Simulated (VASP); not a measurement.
## Os: single point with PBE

Crystal: Os.

```
Os
1.0
     0.00000    1.90264    1.90264
     1.90264    0.00000    1.90264
     1.90264    1.90264    0.00000
Os
1
Direct
  0.00000 0.00000 0.00000
```

This cell differs from its parent crystal: volume scaled by 0.96.

```yaml
Program: VASP 6.6.1
Task: single point
Functional: PBE
Potentials_or_basis: VASP PAW PBE potentials, release 64 (Os)
Cutoff: 520 eV
k_mesh: 16 × 16 × 16
Occupations: fermi-dirac, width 0.1 eV
Spin: no spin polarisation
```

The pressure is 17.5 GPa. The band gap on the k mesh is zero (band 4 reaches 12.08 eV, above the bottom of band 5 at 7.87 eV).

Levels at points of the mesh, in eV from the Fermi level:
| k point | band 1 | band 2 | band 3 | band 4 | band 5 | band 6 | band 7 | band 8 |
| --- | --- | --- | --- | --- | --- | --- | --- | --- |
| (0.00, 0.00, 0.00) | -11.02 | -3.12 | -3.12 | -3.12 | 0.01 | 0.01 | 14.18 | 20.11 |
| (0.50, 0.00, 0.00) | -7.90 | -3.29 | -3.29 | -0.27 | 2.49 | 2.49 | 9.19 | 13.73 |
| (0.50, 0.50, 0.00) | -7.82 | -7.10 | 2.35 | 2.45 | 3.20 | 3.20 | 12.35 | 12.35 |

Wall time 14 s on 1 thread of Intel(R) Xeon(R) Platinum 8488C (Sapphire Rapids) (shared host), peak memory 0.14 GiB.

Caveat: spin-orbit coupling is left out, which moves the levels of the heavy elements.
